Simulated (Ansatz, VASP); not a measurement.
One calculation of Ta, two programs

The input INCAR:

```
SYSTEM = Ta
PREC = Accurate
ENCUT = 520
EDIFF = 1E-7
ISMEAR = -1
SIGMA = 0.1
LREAL = .FALSE.
LASPH = .TRUE.
NELM = 80
ALGO = Normal
ISIF = 2
LWAVE = .FALSE.
LCHARG = .FALSE.
GGA = PE
NBANDS = 18
```

KPOINTS

```
Automatic mesh
0
G
  10 10 10
  0 0 0
```

File POSCAR:

```
Ta
1.0
    0.0000000000      2.9255978405      2.9255978405
    2.9255978405      0.0000000000      2.9255978405
    2.9255978405      2.9255978405      0.0000000000
Ta
2
Direct
    0.1250000000      0.1250000000      0.1250000000
    0.8750000000      0.8750000000      0.8750000000
```

Input for Ansatz:

```yaml
crystal:
  lattice:
    - [0.0, 2.9255978405, 2.9255978405]
    - [2.9255978405, 0.0, 2.9255978405]
    - [2.9255978405, 2.9255978405, 0.0]
  atoms:
    - { symbol: Ta, position: [0.125, 0.125, 0.125] }
    - { symbol: Ta, position: [0.875, 0.875, 0.875] }
hamiltonian:
  xc: pbe
  pseudopotentials:
    kind: paw
    azcp:
      Ta: "pseudopotentials/Ta.paw.azcp"
basis:
  ecutwfc: 420
  fft_grid_basis: typed
kpoints:
  mp_grid: { grid: [10, 10, 10], shift: [0, 0, 0] }
magnetization:
  spin_polarized: false
scf:
  occupations: { method: fermi_dirac, width: 0.1 }
  lower_state_search: "off"
output:
  stress: true
```

Alike in both runs: task single point; functional PBE; k mesh 10 × 10 × 10; occupations fermi-dirac, width 0.1 eV; no spin polarisation.

|  | VASP | Ansatz |
| --- | --- | --- |
| version | VASP 6.6.1 | Ansatz 0.2.0 |
| potentials or method | VASP PAW PBE potentials, release 64 (Ta_pv), cutoff 520 eV | plane waves (420 eV) with PAW, scalar-relativistic |
| valence electrons in the cell | 22 | 26 |

|  | VASP | Ansatz | Ansatz less VASP |
| --- | --- | --- | --- |
| pressure (GPa) | 11.2 | 11.0 | -0.24 |

With one functional, cell and mesh, what is left measures potentials, basis and numerics. VASP's potentials hold 22 valence electrons a cell and Ansatz's 26, so a difference there can come from the potentials and not from the codes.

Neither program's run includes spin-orbit coupling.
